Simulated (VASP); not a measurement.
# Sr (P6/mmm) in VASP: a series of runs

The runs below take Sr through single point, with LDA.

Everything below comes from runs of VASP 6.6.1. Logs are shortened: lines on timing, memory, paths and dates and some standing lists are left out, and cuts for length are marked.

### Step 1. The cell of the first run

It takes space group P6/mmm (No. 191, hexagonal). The conventional cell has a = 3.900 Å, b = 3.900 Å, c = 3.629 Å, α = 90.00°, β = 90.00°, γ = 120.00°. Within 4.8 Å of Sr (site symmetry 6/mmm) lie 8 Sr at 3.63 to 3.90 Å.

This isn't the form of Sr at room conditions, which is fcc.

### Step 2. Single point, LDA

Contents of INCAR:

```
SYSTEM = Sr
  ALGO = Normal
  EDIFF = 1E-6
  ENCUT = 520
  ISIF = 2
  ISMEAR = -1
  LASPH = .True.
  LCHARG = .False.
  LREAL = .False.
  LWAVE = .False.
  NBANDS = 11
  NELM = 100
  PREC = Accurate
  SIGMA = 0.1
```

Contents of KPOINTS:

```
k-points
0
Gamma
  11 11 10
  0 0 0
```

Contents of POSCAR:

```
Sr
1.0
    3.9004877120      0.0000000000      0.0000000000
   -1.9502438560      3.3779214457      0.0000000000
    0.0000000000      0.0000000000      3.6285458280
Sr
1
Direct
    0.0000000000      0.0000000000      0.0000000000
```

Potentials or basis: VASP PAW LDA potentials, release 64 (Sr_sv).

Started as:

```bash
cat potpaw_LDA.64/Sr_sv/POTCAR > POTCAR
mpirun -np 1 vasp_std > vasp.out
```

OUTCAR:

```text
SYSTEM = Sr
   EDIFF = 1E-6
   ENCUT = 520
   ISIF = 2
   ISMEAR = -1
   LASPH = .True.
   LREAL = .False.
   NELM = 100
   PREC = Accurate

 ion  position               nearest neighbor table
   1  0.000  0.000  0.000-

  LATTYP: Found a hexagonal cell.
 ALAT       =     3.9004877120
 C/A-ratio  =     0.9302800306

  Lattice vectors:

 A1 = (   3.9004877120,   0.0000000000,   0.0000000000)
 A2 = (  -1.9502438560,   3.3779214457,   0.0000000000)
 A3 = (   0.0000000000,   0.0000000000,   3.6285458280)

Analysis of symmetry for initial positions (statically):
=====================================================================
 Subroutine PRICEL returns:
 Original cell was already a primitive cell.

 Routine SETGRP: Setting up the symmetry group for a
 hexagonal supercell.

 Subroutine GETGRP returns: Found 24 space group operations
 (whereof 24 operations were pure point group operations)
 out of a pool of 24 trial point group operations.

The static configuration has the point symmetry D_6h.

Analysis of symmetry for dynamics (positions and initial velocities):
=====================================================================
 Subroutine PRICEL returns:
 Original cell was already a primitive cell.

 Routine SETGRP: Setting up the symmetry group for a
 hexagonal supercell.

 Subroutine GETGRP returns: Found 24 space group operations
 (whereof 24 operations were pure point group operations)
 out of a pool of 24 trial point group operations.

The dynamic configuration has the point symmetry D_6h.

 Subroutine INISYM returns: Found 24 space group operations
 (whereof 24 operations are pure point group operations),
 and found     1 'primitive' translations

----------------------------------------------------------------------------------------

                                     Primitive cell

  volume of cell :      47.8081

  direct lattice vectors                    reciprocal lattice vectors
     3.900487712  0.000000000  0.000000000     0.256378195  0.148020020  0.000000000
    -1.950243856  3.377921446  0.000000000     0.000000000  0.296040040  0.000000000
     0.000000000  0.000000000  3.628545828     0.000000000  0.000000000  0.275592496

  length of vectors
     3.900487712  3.900487712  3.628545828     0.296040040  0.296040040  0.275592496

  position of ions in fractional coordinates (direct lattice)
     0.000000000  0.000000000  0.000000000
[... 80 lines left out ...]
   IBRION =     -1    ionic relax: 0-MD 1-quasi-New 2-CG
   NFREE  =      0    steps in history (QN), initial steepest desc. (CG)
   ISIF   =      2    stress and relaxation
   ISYM   =      2    0-nonsym 1-usesym 2-fastsym
   POTIM  = 0.5000    time-step for ionic-motion
   TEBEG  =    0.0;   TEEND  =   0.0 temperature during run
   PSTRESS=    0.0 pullay stress
   NELECT =      10.0000    total number of electrons
   NUPDOWN=      -1.0000    fix difference up-down
   EMIN   =  10.00;   EMAX   =-10.00  energy-range for DOS
   EFERMI =   0.00;   METHOD = LEGACY
   ISMEAR =    -1;   SIGMA  =   0.10  broadening in eV -4-tet -1-fermi 0-gaus
   EFERMI_NEDOS =   21; number of points for ismear=-14 and -15
   IALGO  =     38    algorithm
   IMIX   =      4    mixing-type and parameters
     AMIX     =   0.40;   BMIX     =  1.00
     AMIX_MAG =   1.60;   BMIX_MAG =  1.00
  volume/ion in A,a.u.               =      47.81       322.62
  Fermi-wavevector in a.u.,A,eV,Ry     =   0.971795  1.836425 12.849134  0.944385
  Thomas-Fermi vector in A             =   2.102041
   LORBIT       =      0    0 simple, 1 ext, 2 COOP (PROOUT), +10 PAW based schemes
   GGA     = CA    functional components
   LHFCALC =     F    Hartree Fock is set to
   AEXX    =    0.0000 exact exchange contribution
   IVDW    =     0    specifies the selected vdW correction
   LEPSILON=     F    determine dielectric tensor
   LRPA    =     F    only Hartree local field effects (RPA)
 non-spin polarized calculation
  energy-cutoff  :      520.00
  volume of cell :       47.81
 maximum number of plane-waves:      1334
 NGX is ok and might be reduce to    30

 number of electron      10.0000000 magnetization

 Free energy of the ion-electron system (eV)
  ---------------------------------------------------
  ext. energy  EPLUGINS =         0.00000000
  ---------------------------------------------------
  free energy    TOTEN  =        -1.69963213 eV

  energy without entropy =       -1.66652165  energy(sigma->0) =       -1.68307689

 E-fermi :   1.8028     XC(G=0):  -7.9998

 val. band max:        1.7820035243   @ k =   0.2727   0.0000   0.5000
 cond. band min:       1.8073324539   @ k =   0.3636   0.2727   0.1000
 fundamental gap:      0.0253289296
 Fermi energy:         1.8028011302

 k-point     1 :       0.0000    0.0000    0.0000
  band No.  band energies     occupation
      1     -34.4822      2.00000
      2     -16.4045      2.00000
      3     -16.4045      2.00000
      4     -16.3527      2.00000
      5      -1.9056      2.00000
      6       2.4519      0.00303
      7       4.2259      0.00000
      8       4.2259      0.00000
      9       7.4771      0.00000
     10       7.4771      0.00000
     11       9.6115      0.00000
[... 309 lines left out ...]
 k-point    24 :       0.1818    0.0909    0.1000
  band No.  band energies     occupation
      1     -34.4632      2.00000
      2     -16.5767      2.00000
      3     -16.4488      2.00000
      4     -16.3817      2.00000
      5      -0.7814      2.00000
      6       2.9075      0.00003
      7       3.0951      0.00000
      8       5.1939      0.00000
      9       5.8612      0.00000
     10       6.8357      0.00000
     11      10.1947      0.00000

 [... further k-points ...]

------------------------ aborting loop because EDIFF is reached ----------------------------------------

  FORCE on cell =-STRESS in cart. coord.  units (eV):
  Direction    XX          YY          ZZ          XY          YZ          ZX
  --------------------------------------------------------------------------------------
  -------------------------------------------------------------------------------------
  Total        0.0398214      0.0398214      0.0324941     -0.0000000     -0.0000000      0.0000000
  in kB        1.3345213      1.3345213      1.0889655     -0.0000000     -0.0000000      0.0000000
  external PRESSURE =       1.2526694 kB  Pullay stress =       0.0000000 kB

 VOLUME and BASIS-vectors are now :
 -----------------------------------------------------------------------------
  energy-cutoff  :      520.00
  volume of cell :       47.81
      direct lattice vectors                 reciprocal lattice vectors
     3.900487712  0.000000000  0.000000000     0.256378195  0.148020020  0.000000000
    -1.950243856  3.377921446  0.000000000     0.000000000  0.296040040  0.000000000
     0.000000000  0.000000000  3.628545828     0.000000000  0.000000000  0.275592496

 POSITION                                       TOTAL-FORCE (eV/Angst)
 -----------------------------------------------------------------------------------
      0.00000      0.00000      0.00000         0.000000      0.000000      0.000000
 -----------------------------------------------------------------------------------
    total drift:                                0.000000      0.000000     -0.000000

  FREE ENERGIE OF THE ION-ELECTRON SYSTEM (eV)
  ---------------------------------------------------
  free  energy   TOTEN  =        -1.6996321345 eV

  energy  without entropy=       -1.6665216488  energy(sigma->0) =       -1.68307689
```

stdout:

```text
POSCAR found type information on POSCAR Sr
 POSCAR found :  1 types and       1 ions
 scaLAPACK will be used
 LDA part: xc-table for (Slater(with rela. corr.)+CA(PZ))
 , standard interpolation
 POSCAR, INCAR and KPOINTS ok, starting setup
 FFT: planning ... GRIDC
 FFT: planning ... GRID_SOFT
 FFT: planning ... GRID
 WAVECAR not read
 entering main loop
```

It took 36 s on 1 thread of Intel Xeon Platinum 8488C (Sapphire Rapids), shared host; peak memory 0.17 GiB.

What came out:

| Item | Value |
| --- | --- |
| Free energy | -1.6996 eV |
| Pressure | 0.1 GPa |
| Band gap on the k mesh | zero (bands 5 and 6 overlap by 0.44 eV) |

### Step 3. Single point, LDA

Contents of INCAR:

```
ALGO = Normal
EDIFF = 1E-6
ENCUT = 520
ISIF = 2
ISMEAR = -1
LASPH = T
LCHARG = F
LREAL = F
LWAVE = F
NBANDS = 11
NELM = 100
PREC = Accurate
SIGMA = 0.1
```

Contents of KPOINTS:

```
k-points
0
Gamma
  11 11 10
```

Contents of POSCAR:

```
Sr
1.0
    3.9004877120      0.0000000000      0.0000000000
   -1.9502438560      3.3779214458      0.0000000000
    0.0000000000      0.0000000000      3.6285458280
Sr
1
Direct
    0.0000000000      0.0000000000      0.0000000000
```

Potentials or basis: VASP PAW LDA potentials, release 64 (Sr_sv).

Started as:

```bash
cat potpaw_LDA.64/Sr_sv/POTCAR > POTCAR
mpirun -np 1 vasp_std > vasp.out
```

Wall time 33 s (1 thread of Intel Xeon Platinum 8488C (Sapphire Rapids), shared host); peak memory 0.18 GiB.

Results (log left out):

```
Free energy            : -1.6996 eV
Pressure               : 0.1 GPa
Band gap on the k mesh : zero (bands 5 and 6 overlap by 0.44 eV)
```

Levels at points of the mesh, in eV from the Fermi level:
| k point | band 2 | band 3 | band 4 | band 5 | band 6 | band 7 | band 8 | band 9 |
| --- | --- | --- | --- | --- | --- | --- | --- | --- |
| (0.00, 0.00, 0.00) | -18.21 | -18.21 | -18.16 | -3.71 | 0.65 | 2.42 | 2.42 | 5.67 |
| (0.00, 0.00, 0.50) | -18.65 | -18.16 | -18.16 | -1.35 | 0.03 | 3.02 | 3.02 | 3.54 |

### Step 4. Single point, LDA

This run uses another cell than the first one: it holds 3 atoms, not 1.

Contents of INCAR:

```
  ALGO = Normal
  EDIFF = 1E-6
  ENCUT = 520
  ISIF = 2
  ISMEAR = -1
  LASPH = T
  LCHARG = T
  LELF = T
  LREAL = F
  LVHAR = T
  LWAVE = F
  NBANDS = 22
  NELM = 100
  PREC = Accurate
  SIGMA = 0.1
```

Contents of KPOINTS:

```
k-points
0
Gamma
  6 6 8
```

Contents of POSCAR:

```
Sr
1.0
    6.5527603107      0.0000000000      0.0000000000
   -3.2763801553      5.6748568939      0.0000000000
    0.0000000000      0.0000000000      3.8909450713
Sr
3
Direct
    0.0000000000      0.0000000000      0.0000000000
    0.3333333333      0.6666666667      0.5000000000
    0.6666666667      0.3333333333      0.5000000000
```

Potentials or basis: VASP PAW LDA potentials, release 64 (Sr_sv).

Started as:

```bash
cat potpaw_LDA.64/Sr_sv/POTCAR > POTCAR
mpirun -np 1 vasp_std > vasp.out
```

OUTCAR:

```text
EDIFF = 1E-6
   ENCUT = 520
   ISIF = 2
   ISMEAR = -1
   LASPH = T
   LREAL = F
   NELM = 100
   PREC = Accurate

 ion  position               nearest neighbor table
   1  0.000  0.000  0.000-   2 4.25   3 4.25   2 4.25   3 4.25   2 4.25   2 4.25   3 4.25   3 4.25
                             3 4.25   3 4.25   2 4.25   2 4.25
   2  0.333  0.667  0.500-   3 3.78   3 3.78   3 3.78   1 4.25   1 4.25   1 4.25   1 4.25   1 4.25
                             1 4.25
   3  0.667  0.333  0.500-   2 3.78   2 3.78   2 3.78   1 4.25   1 4.25   1 4.25   1 4.25   1 4.25
                             1 4.25

  LATTYP: Found a hexagonal cell.
 ALAT       =     6.5527603107
 C/A-ratio  =     0.5937871808

  Lattice vectors:

 A1 = (   6.5527603107,   0.0000000000,   0.0000000000)
 A2 = (  -3.2763801553,   5.6748568939,   0.0000000000)
 A3 = (   0.0000000000,   0.0000000000,   3.8909450713)

Analysis of symmetry for initial positions (statically):
=====================================================================
 Subroutine PRICEL returns:
 Original cell was already a primitive cell.
[... 168 lines left out ...]
  free energy    TOTEN  =        -5.59938525 eV

  energy without entropy =       -5.45245245  energy(sigma->0) =       -5.52591885

 E-fermi :   1.8620     XC(G=0):  -7.9760

 val. band max:        1.8600680349   @ k =   0.3333   0.0000   0.3750
 cond. band min:       1.8670956064   @ k =   0.1667   0.0000   0.3750
 fundamental gap:      0.0070275714
 Fermi energy:         1.8619764809

 k-point     1 :       0.0000    0.0000    0.0000
  band No.  band energies     occupation
      1     -34.3607      2.00000
      2     -34.3238      2.00000
      3     -34.2740      2.00000
      4     -16.5863      2.00000
      5     -16.5863      2.00000
      6     -16.4439      2.00000
[... 589 lines left out ...]
     21       4.0029      0.00000
     22       4.0041      0.00000

 [... further k-points ...]

------------------------ aborting loop because EDIFF is reached ----------------------------------------

  FORCE on cell =-STRESS in cart. coord.  units (eV):
  Direction    XX          YY          ZZ          XY          YZ          ZX
  --------------------------------------------------------------------------------------
  -------------------------------------------------------------------------------------
  Total        0.1287746      0.1287746      0.1112293      0.0000000      0.0000000      0.0000000
  in kB        1.4259577      1.4259577      1.2316735      0.0000000      0.0000000      0.0000000
  external PRESSURE =       1.3611963 kB  Pullay stress =       0.0000000 kB

 VOLUME and BASIS-vectors are now :
 -----------------------------------------------------------------------------
  energy-cutoff  :      520.00
  volume of cell :      144.69
      direct lattice vectors                 reciprocal lattice vectors
     6.552760311  0.000000000  0.000000000     0.152607444  0.088107949  0.000000000
    -3.276380155  5.674856894  0.000000000     0.000000000  0.176215897  0.000000000
     0.000000000  0.000000000  3.890945071     0.000000000  0.000000000  0.257006969

 POSITION                                       TOTAL-FORCE (eV/Angst)
 -----------------------------------------------------------------------------------
      0.00000      0.00000      0.00000        -0.000000     -0.000000      0.000000
     -0.00000      3.78324      1.94547         0.000000     -0.000000      0.000000
      3.27638      1.89162      1.94547        -0.000000      0.000000      0.000000
 -----------------------------------------------------------------------------------
    total drift:                                0.000000     -0.000000      0.000000

  FREE ENERGIE OF THE ION-ELECTRON SYSTEM (eV)
  ---------------------------------------------------
  free  energy   TOTEN  =        -5.5993852507 eV

  energy  without entropy=       -5.4524524459  energy(sigma->0) =       -5.52591885
```

Wall time 84 s (1 thread of Intel Xeon Platinum 8488C (Sapphire Rapids), shared host); peak memory 0.25 GiB.

Results:

```
Free energy            : -5.5994 eV
Pressure               : 0.1 GPa
Band gap on the k mesh : zero (bands 15 and 16 overlap by 0.37 eV)
```

Levels at points of the mesh, in eV from the Fermi level:
```csv
k point,band 11,band 12,band 13,band 14,band 15,band 16,band 17,band 18,band 19,band 20
"(0.00, 0.00, 0.00)",-18.14,-18.13,-3.82,-0.21,0.25,0.25,0.31,0.31,0.56,1.99
"(0.50, 0.00, 0.00)",-18.16,-18.14,-2.41,-2.36,-1.14,0.46,1.03,1.20,1.21,1.35
"(0.00, 0.00, 0.50)",-18.20,-18.20,-1.34,-0.81,-0.11,-0.11,0.11,0.11,1.84,1.84
"(0.50, 0.00, 0.50)",-18.18,-18.18,-0.85,-0.84,-0.03,0.16,0.31,0.43,0.98,1.84
```

The gap in the log of VASP goes by the Fermi energy; the results here count the filled bands.